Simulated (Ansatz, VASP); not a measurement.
One calculation of SnTe, two programs

```
Sn Te
1.0
     0.00000    3.15650    3.09337
     3.15650    0.00000    3.09337
     3.15650    3.15650    0.00000
Sn Te
1 1
Direct
  0.00000 0.00000 0.00000
  0.50000 0.50000 0.50000
```

Change from the starting cell: zz strain of -2 %.

Alike in both runs: task single point; functional PBE; k mesh 11 × 11 × 11; occupations fermi-dirac, width 0.08 eV; no spin polarisation.

|  | VASP | Ansatz |
| --- | --- | --- |
| version | VASP 6.6.1 | Ansatz 0.2.0 |
| potentials or method | VASP PAW PBE potentials, release 64 (Sn_d, Te), cutoff 520 eV | all-electron LAPW, scalar-relativistic |

|  | VASP | Ansatz | Ansatz less VASP |
| --- | --- | --- | --- |
| pressure (GPa) | 3.1 | 3.1 | +0.07 |
| traceless stress, the component that is largest in VASP (GPa) | 2.03 | 2.03 | -0.003 |

Ansatz ran all-electron here, and VASP with PAW potentials.

Neither program's run includes spin-orbit coupling.
